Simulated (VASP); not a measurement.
# Ru (P6_3/mmc) in VASP: a series of runs

Ru is run at these levels: PBEsol; tasks: single point.

All numbers are computed with VASP 6.6.1; they aren't measurements. Logs are shortened: lines on timing, memory, paths and dates and some standing lists are left out, and cuts for length are marked.

## 1. The cell of the first run

The structure is hexagonal, space group P6_3/mmc (No. 194). Conventional cell: a = 2.631 Å, b = 2.631 Å, c = 4.160 Å, α = 90.00°, β = 90.00°, γ = 120.00°. Ru (site symmetry -6m2) has 12 Ru at 2.58 to 2.63 Å within 3.4 Å.

## 2. Single point, PBEsol (volume 12.468 Å^3 an atom, c/a of the conventional cell 1.5810)

Contents of INCAR:

```
SYSTEM = Ru
PREC = Accurate
ENCUT = 520
EDIFF = 1E-7
ISMEAR = 0
SIGMA = 0.15
LREAL = .False.
LASPH = .True.
NELM = 80
ALGO = Fast
ISIF = 2
LWAVE = .False.
LCHARG = .False.
GGA = PS
NBANDS = 21
```

Contents of KPOINTS:

```
Automatic mesh
0
Gamma
  21 21 12
  0 0 0
```

Contents of POSCAR:

```
Ru
1.0
    2.6310059453      0.0000000000      0.0000000000
   -1.3155029726      2.2785179861      0.0000000000
    0.0000000000      0.0000000000      4.1596088989
Ru
2
Direct
    0.3333333333      0.6666666667      0.2500000000
    0.6666666667      0.3333333333      0.7500000000
```

Potentials or basis: VASP PAW PBE potentials, release 64 (Ru_pv).

Run with:

```sh
cat potpaw_PBE.64/Ru_pv/POTCAR > POTCAR
mpirun -np 1 vasp_std > vasp.out
```

OUTCAR:

```text
SYSTEM = Ru
   PREC = Accurate
   ENCUT = 520
   EDIFF = 1E-7
   ISMEAR = 0
   LREAL = .False.
   LASPH = .True.
   NELM = 80
   ISIF = 2
   GGA = PS

 ion  position               nearest neighbor table
   1  0.333  0.667  0.250-   2 2.58   2 2.58   2 2.58   2 2.58   2 2.58   2 2.58
   2  0.667  0.333  0.750-   1 2.58   1 2.58   1 2.58   1 2.58   1 2.58   1 2.58

  LATTYP: Found a hexagonal cell.
 ALAT       =     2.6310059453
 C/A-ratio  =     1.5809956288

  Lattice vectors:

 A1 = (   2.6310059453,   0.0000000000,   0.0000000000)
 A2 = (  -1.3155029726,   2.2785179861,   0.0000000000)
 A3 = (   0.0000000000,   0.0000000000,   4.1596088989)

Analysis of symmetry for initial positions (statically):
=====================================================================
 Subroutine PRICEL returns:
 Original cell was already a primitive cell.

 Routine SETGRP: Setting up the symmetry group for a
 hexagonal supercell.

 Subroutine GETGRP returns: Found 24 space group operations
 (whereof 12 operations were pure point group operations)
 out of a pool of 24 trial point group operations.

The static configuration has the point symmetry D_3d.
 The point group associated with its full space group is D_6h.

Analysis of symmetry for dynamics (positions and initial velocities):
=====================================================================
 Subroutine PRICEL returns:
 Original cell was already a primitive cell.

 Routine SETGRP: Setting up the symmetry group for a
 hexagonal supercell.

 Subroutine GETGRP returns: Found 24 space group operations
 (whereof 12 operations were pure point group operations)
 out of a pool of 24 trial point group operations.

The dynamic configuration has the point symmetry D_3d.
 The point group associated with its full space group is D_6h.

 Subroutine INISYM returns: Found 24 space group operations
 (whereof 12 operations are pure point group operations),
 and found     1 'primitive' translations

----------------------------------------------------------------------------------------

                                     Primitive cell

  volume of cell :      24.9360

  direct lattice vectors                    reciprocal lattice vectors
     2.631005945  0.000000000  0.000000000     0.380082760  0.219440884  0.000000000
    -1.315502973  2.278517986  0.000000000     0.000000000  0.438881767  0.000000000
     0.000000000  0.000000000  4.159608899     0.000000000  0.000000000  0.240407217

  length of vectors
     2.631005945  2.631005945  4.159608899     0.438881767  0.438881767  0.240407217

  position of ions in fractional coordinates (direct lattice)
     0.333333333  0.666666667  0.250000000
     0.666666667  0.333333333  0.750000000

  ion indices of the primitive-cell ions
   primitive index   ion index
                 1           1
                 2           2

----------------------------------------------------------------------------------------

 KPOINTS: Automatic mesh

Automatic generation of k-mesh.
 Grid dimensions read from file:
 generate k-points for:   21   21   12

 Generating k-lattice:

  Cartesian coordinates                     Fractional coordinates (reciprocal lattice)
     0.018099179  0.010449566  0.000000000     0.047619048  0.000000000  0.000000000
     0.000000000  0.020899132  0.000000000     0.000000000  0.047619048  0.000000000
     0.000000000  0.000000000  0.020033935     0.000000000  0.000000000  0.083333333

  Length of vectors
     0.020899132  0.020899132  0.020033935

  Shift w.r.t. Gamma in fractional coordinates (k-lattice)
     0.000000000  0.000000000  0.000000000

 Subroutine IBZKPT returns following result:
 ===========================================

 Found    336 irreducible k-points:

 Following reciprocal coordinates:
            Coordinates               Weight
  0.000000  0.000000  0.000000      1.000000
  0.047619  0.000000  0.000000      6.000000
  0.095238 -0.000000  0.000000      6.000000
  0.142857 -0.000000  0.000000      6.000000
  0.190476 -0.000000  0.000000      6.000000
  0.238095 -0.000000  0.000000      6.000000
[... 16 lines left out ...]
  0.142857  0.095238  0.000000     12.000000
  0.190476  0.095238  0.000000     12.000000
 [... further k-points ...]
   k-points           NKPTS =    336   k-points in BZ     NKDIM =    336   number of bands    NBANDS=     21
   number of dos      NEDOS =    301   number of ions     NIONS =      2
   total plane-waves  NPLWV =  12800
   dimension x,y,z NGX =    20 NGY =   20 NGZ =   32
   dimension x,y,z NGXF=    40 NGYF=   40 NGZF=   64
   ions per type =               2
   NGX,Y,Z   is equivalent  to a cutoff of  12.64, 12.64, 12.79 a.u.
   NGXF,Y,Z  is equivalent  to a cutoff of  25.27, 25.27, 25.58 a.u.
 SYSTEM =  Ru
   PREC   = accura    normal or accurate (medium, high low for compatibility)
   ISTART =      0    job   : 0-new  1-cont  2-samecut
   ICHARG =      2    charge: 1-file 2-atom 10-const
   ISPIN  =      1    spin polarized calculation?
   LNONCOLLINEAR =      F non collinear calculations
   LSORBIT =      F    spin-orbit coupling
   LASPH  =      T    aspherical Exc in radial PAW
   ENCUT  =  520.0 eV  38.22 Ry    6.18 a.u.   4.89  4.89  7.73*2*pi/ulx,y,z
   NELM   =     80;   NELMIN=  2; NELMDL= -5     # of ELM steps
   EDIFF  = 0.1E-06   stopping-criterion for ELM
   LREAL  =      F    real-space projection
   EDIFFG = 0.1E-05   stopping-criterion for IOM
   NSW    =      0    number of steps for IOM
   IBRION =     -1    ionic relax: 0-MD 1-quasi-New 2-CG
   NFREE  =      0    steps in history (QN), initial steepest desc. (CG)
   ISIF   =      2    stress and relaxation
   ISYM   =      2    0-nonsym 1-usesym 2-fastsym
   POTIM  = 0.5000    time-step for ionic-motion
   TEBEG  =    0.0;   TEEND  =   0.0 temperature during run
   PSTRESS=    0.0 pullay stress
   NELECT =      28.0000    total number of electrons
   NUPDOWN=      -1.0000    fix difference up-down
   EMIN   =  10.00;   EMAX   =-10.00  energy-range for DOS
   EFERMI =   0.00;   METHOD = LEGACY
   ISMEAR =     0;   SIGMA  =   0.15  broadening in eV -4-tet -1-fermi 0-gaus
   EFERMI_NEDOS =   21; number of points for ismear=-14 and -15
   IALGO  =     68    algorithm
   IMIX   =      4    mixing-type and parameters
     AMIX     =   0.40;   BMIX     =  1.00
     AMIX_MAG =   1.60;   BMIX_MAG =  1.00
  volume/ion in A,a.u.               =      12.47        84.14
  Fermi-wavevector in a.u.,A,eV,Ry     =   1.701578  3.215517 39.393878  2.895368
  Thomas-Fermi vector in A             =   2.781505
   LORBIT       =      0    0 simple, 1 ext, 2 COOP (PROOUT), +10 PAW based schemes
   GGA     = PS    functional components
   LHFCALC =     F    Hartree Fock is set to
   AEXX    =    0.0000 exact exchange contribution
   IVDW    =     0    specifies the selected vdW correction
   LEPSILON=     F    determine dielectric tensor
   LRPA    =     F    only Hartree local field effects (RPA)
 non-spin polarized calculation
 RMM-DIIS sequential band-by-band and
 Gauss-broadening in eV      SIGMA  =   0.15
  energy-cutoff  :      520.00
  volume of cell :       24.94
 maximum number of plane-waves:       699
 NGX is ok and might be reduce to    20
   NGX =  9   NGY =  9   NGZ = 15

 number of electron      27.9999996 magnetization

 Free energy of the ion-electron system (eV)
  ---------------------------------------------------
  ext. energy  EPLUGINS =         0.00000000
  ---------------------------------------------------
  free energy    TOTEN  =       -20.21429681 eV

  energy without entropy =      -20.19687016  energy(sigma->0) =      -20.20558349

 E-fermi :  14.3368     XC(G=0): -14.8146

 val. band max:       14.3237196961   @ k =   0.2857   0.1905   0.2500
 cond. band min:      14.3372958441   @ k =   0.1905   0.0952   0.2500
 fundamental gap:      0.0135761480
 Fermi energy:        14.3367829279

 k-point     1 :       0.0000    0.0000    0.0000
  band No.  band energies     occupation
      1     -29.6472      2.00000
      2     -28.4065      2.00000
      3     -28.4065      2.00000
      4     -28.1835      2.00000
      5     -28.1835      2.00000
      6     -28.1273      2.00000
[... 13 lines left out ...]
     20      24.5115      0.00000
     21      25.7124      0.00000

 k-point     2 :       0.0476    0.0000    0.0000
  band No.  band energies     occupation
      1     -29.6369      2.00000
      2     -28.4288      2.00000
      3     -28.4140      2.00000
      4     -28.2068      2.00000
      5     -28.1863      2.00000
      6     -28.1320      2.00000
[... 13 lines left out ...]
     20      24.5115      0.00000
     21      25.7001      0.00000

 k-point     3 :       0.0952   -0.0000    0.0000
  band No.  band energies     occupation
      1     -29.6065      2.00000
      2     -28.4940      2.00000
      3     -28.4357      2.00000
      4     -28.2743      2.00000
      5     -28.1950      2.00000
      6     -28.1462      2.00000
[... 13 lines left out ...]
     20      24.5114      0.00000
     21      25.6568      0.00000

 k-point     4 :       0.1429   -0.0000    0.0000
  band No.  band energies     occupation
      1     -29.5573      2.00000
      2     -28.5961      2.00000
      3     -28.4690      2.00000
      4     -28.3785      2.00000
      5     -28.2092      2.00000
      6     -28.1700      2.00000
[... 13 lines left out ...]
     20      24.5114      0.00000
     21      25.5715      0.00000

 k-point     5 :       0.1905   -0.0000    0.0000
  band No.  band energies     occupation
      1     -29.4914      2.00000
      2     -28.7259      2.00000
      3     -28.5102      2.00000
      4     -28.5082      2.00000
      5     -28.2283      2.00000
      6     -28.2034      2.00000
[... 13 lines left out ...]
     20      24.5113      0.00000
     21      25.4438      0.00000
[... 382 lines left out ...]
     20      27.2900      0.00000
     21      27.5761      0.00000

 k-point    22 :       0.0952    0.0952    0.0000
  band No.  band energies     occupation
      1     -29.5285      2.00000
      2     -28.6330      2.00000
      3     -28.5401      2.00000
      4     -28.3905      2.00000
      5     -28.2320      2.00000
      6     -28.1843      2.00000
[... 13 lines left out ...]
     20      24.5114      0.00000
     21      25.5232      0.00000

 k-point    23 :       0.1429    0.0952    0.0000
  band No.  band energies     occupation
      1     -29.4640      2.00000
      2     -28.7422      2.00000
      3     -28.6400      2.00000
      4     -28.4569      2.00000
      5     -28.2611      2.00000
      6     -28.2178      2.00000
[... 13 lines left out ...]
     20      24.5113      0.00000
     21      25.4104      0.00000

 k-point    24 :       0.1905    0.0952    0.0000
  band No.  band energies     occupation
      1     -29.3862      2.00000
      2     -28.8739      2.00000
      3     -28.7473      2.00000
      4     -28.5271      2.00000
      5     -28.2915      2.00000
      6     -28.2606      2.00000
[... 13 lines left out ...]
     20      24.5111      0.00000
     21      25.2911      0.00000

 [... further k-points ...]

------------------------ aborting loop because EDIFF is reached ----------------------------------------

  FORCE on cell =-STRESS in cart. coord.  units (eV):
  Direction    XX          YY          ZZ          XY          YZ          ZX
  --------------------------------------------------------------------------------------
  -------------------------------------------------------------------------------------
  Total        4.1695708      4.1695708      4.2885968      0.0000000     -0.0000000     -0.0000000
  in kB      267.9015007    267.9015007    275.5491062      0.0000000     -0.0000000     -0.0000000
  external PRESSURE =     270.4507026 kB  Pullay stress =       0.0000000 kB

 VOLUME and BASIS-vectors are now :
 -----------------------------------------------------------------------------
  energy-cutoff  :      520.00
  volume of cell :       24.94
      direct lattice vectors                 reciprocal lattice vectors
     2.631005945  0.000000000  0.000000000     0.380082760  0.219440884  0.000000000
    -1.315502973  2.278517986  0.000000000     0.000000000  0.438881767  0.000000000
     0.000000000  0.000000000  4.159608899     0.000000000  0.000000000  0.240407217

 POSITION                                       TOTAL-FORCE (eV/Angst)
 -----------------------------------------------------------------------------------
     -0.00000      1.51901      1.03990         0.000000      0.000000      0.000000
      1.31550      0.75951      3.11971        -0.000000      0.000000      0.000000
 -----------------------------------------------------------------------------------
    total drift:                                0.000000     -0.000000      0.000000

  FREE ENERGIE OF THE ION-ELECTRON SYSTEM (eV)
  ---------------------------------------------------
  free  energy   TOTEN  =       -20.2142968101 eV

  energy  without entropy=      -20.1968701634  energy(sigma->0) =      -20.20558349
```

Run time: 85 s. Hardware: 1 thread of Intel Xeon 6975P-C (Granite Rapids), shared host; peak memory 0.24 GiB.

What came out:

```
Free energy            : -20.2143 eV
Pressure               : 27.0 GPa
Band gap on the k mesh : zero (band 14 reaches 16.13 eV, above the bottom of band 15 at 12.49 eV)
```

Levels at points of the mesh, in eV from the Fermi level:
| k point | band 10 | band 11 | band 12 | band 13 | band 14 | band 15 | band 16 | band 17 | band 18 | band 19 |
| --- | --- | --- | --- | --- | --- | --- | --- | --- | --- | --- |
| (0.00, 0.00, 0.00) | -2.99 | -2.77 | -2.20 | -2.20 | -1.60 | -1.60 | 1.34 | 1.34 | 1.35 | 10.16 |
| (0.00, 0.00, 0.50) | -3.17 | -3.17 | -3.17 | -3.02 | -3.02 | 0.63 | 0.63 | 0.63 | 0.63 | 10.17 |

Caveat: the PAW data sets were made with another functional, which shifts forces and pressure a little.

## 3. Single point, PBEsol (volume 13.747 Å^3 an atom, c/a of the conventional cell 1.6589)

Contents of INCAR:

```
SYSTEM = Ru
ALGO     = Fast           ! electronic algorithm
EDIFF    = 1E-6           ! SCF threshold, eV
ENCUT    = 520            ! plane-wave cutoff, eV
GGA      = PS             ! functional
ISIF     = 2              ! what is computed and relaxed
ISMEAR   = 0              ! smearing method
LASPH    = .True.         ! aspherical terms in the spheres
LCHARG   = .False.        ! write CHGCAR
LREAL    = .False.        ! projectors in reciprocal space
LWAVE    = .False.        ! write WAVECAR
NBANDS   = 21             ! bands
NELM     = 80             ! most SCF steps
PREC     = Accurate       ! precision mode
SIGMA    = 0.15           ! smearing width, eV
```

Contents of KPOINTS:

```
k-points
0
Gamma
  21 21 12
  0 0 0
```

Contents of POSCAR:

```
Ru
1.0
    2.6748269885      0.0000000000      0.0000000000
   -1.3374134942      2.3164681228      0.0000000000
    0.0000000000      0.0000000000      4.4372704912
Ru
2
Direct
    0.3333333333      0.6666666667      0.2500000000
    0.6666666667      0.3333333333      0.7500000000
```

Potentials or basis: VASP PAW PBE potentials, release 64 (Ru_pv).

Run with:

```sh
cat potpaw_PBE.64/Ru_pv/POTCAR > POTCAR
mpirun -np 1 vasp_std > vasp.out
```

Wall time 1.7 min (1 thread of Intel Xeon Platinum 8375C at 2.90GHz (Ice Lake), shared host); peak memory 0.26 GiB.

It converged, with:

```yaml
Free_energy: -20.2576 eV
Pressure: -9.9 GPa
Band_gap_on_the_k_mesh: zero (band 14 reaches 14.14 eV, above the bottom of band 15 at 11.01 eV)
```

Stress tensor (GPa, compression positive):
```
 -2.42   0.00   0.00
  0.00  -2.42   0.00
  0.00   0.00 -24.86
```

Levels at points of the mesh, in eV from the Fermi level:
```
           k point  band 12  band 13  band 14  band 15  band 16  band 17
(0.00, 0.00, 0.00)    -1.95    -1.95    -1.01    -1.01     0.70     1.18
(0.00, 0.00, 0.50)    -2.58    -2.58    -2.58     0.53     0.53     0.53
```

Caveat: the PAW data sets were made with another functional, which shifts forces and pressure a little.

## 4. Single point, PBEsol (volume 13.747 Å^3 an atom, c/a of the conventional cell 1.4592)

Contents of INCAR:

```
SYSTEM = Ru
PREC = Accurate
ENCUT = 520
EDIFF = 1E-6
ISMEAR = 0
SIGMA = 0.15
LREAL = .False.
LASPH = .True.
NELM = 80
ALGO = Fast
ISIF = 2
LWAVE = .False.
LCHARG = .False.
GGA = PS
NBANDS = 21
```

Contents of KPOINTS:

```
Automatic mesh
0
Gamma
  21 21 12
  0 0 0
```

Contents of POSCAR:

```
Ru
1.0
    2.7916705078      0.0000000000      0.0000000000
   -1.3958352539      2.4176575788      0.0000000000
    0.0000000000      0.0000000000      4.0736056050
Ru
2
Direct
    0.3333333333      0.6666666667      0.2500000000
    0.6666666667      0.3333333333      0.7500000000
```

Run with:

```sh
cat potpaw_PBE.64/Ru_pv/POTCAR > POTCAR
mpirun -np 1 vasp_std > vasp.out
```

Run time: 93 s. Hardware: 1 thread of Intel Xeon Platinum 8375C at 2.90GHz (Ice Lake), shared host; peak memory 0.26 GiB.

Results (log left out):

| Item | Value |
| --- | --- |
| Free energy | -20.1799 eV |
| Pressure | -7.0 GPa |
| Band gap on the k mesh | zero (band 14 reaches 13.78 eV, above the bottom of band 15 at 10.79 eV) |

Stress tensor (GPa, compression positive):
```
-17.59   0.00   0.00
  0.00 -17.59   0.00
  0.00   0.00  14.18
```

Levels at points of the mesh, in eV from the Fermi level:
```tsv
k point	band 10	band 11	band 12	band 13	band 14	band 15	band 16	band 17	band 18	band 19
(0.00, 0.00, 0.00)	-2.68	-1.99	-1.99	-1.82	-1.82	-1.66	1.15	1.15	2.18	10.27
(0.00, 0.00, 0.50)	-3.08	-3.08	-3.08	-2.28	-2.28	0.64	0.64	0.64	0.64	10.28
```

Caveat: the PAW data sets were made with another functional, which shifts forces and pressure a little.

## 5. The runs side by side

```tsv
cell	further INCAR settings	gap on the mesh (eV)	pressure (GPa)
a = 2.631, b = 2.631, c = 4.160 Å, angles 90.0, 90.0, 120.0°, 2 atoms	ALGO = Fast; EDIFF = 1e-07; NBANDS = 21	none	27.0
a = 2.675, b = 2.675, c = 4.437 Å, angles 90.0, 90.0, 120.0°, 2 atoms	ALGO = Fast; EDIFF = 1e-06; NBANDS = 21	none	-9.9
a = 2.792, b = 2.792, c = 4.074 Å, angles 90.0, 90.0, 120.0°, 2 atoms	ALGO = Fast; EDIFF = 1e-06; NBANDS = 21	none	-7.0
```

Alike in all rows: task single point; level PBEsol; potentials or basis VASP PAW PBE potentials, release 64 (Ru_pv); no spin polarisation; k mesh 21 × 21 × 12; cutoff (eV) 520; smearing gaussian 0.15 eV.

Caveats: the PAW data sets were made with another functional, which shifts forces and pressure a little.

Absolute energies hang on the potentials; compare differences alone.
